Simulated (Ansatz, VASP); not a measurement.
## Two plane-wave programs on Si

```
Si
1.0
     0.00000    2.73476    2.73476
     2.73476    0.00000    2.73476
     2.73476    2.73476    0.00000
Si
2
Cartesian
  0.0000 0.0000 0.0000
  1.3674 1.3674 1.3674
```

Alike in both runs: task single point; functional PBE; k mesh 8 × 8 × 8; occupations gaussian, width 0.02 eV; no spin polarisation.

```csv
,VASP,Ansatz
version,VASP 6.6.1,Ansatz 0.2.0
potentials or method,"VASP PAW PBE potentials, release 64 (Si), cutoff 500 eV","scalar-relativistic, plane waves, PAW"
valence electrons in the cell,8,8
```

```tsv
	VASP	Ansatz	Ansatz less VASP
gap on the k mesh at the Fermi level (eV)	0.65	0.65	-0.002
least direct gap on the mesh (eV)	2.56	2.55	-0.005
pressure (GPa)	0.0	0.0	+0.06
```

The functional is the same, so the differences come from potentials, cutoffs and numerics.
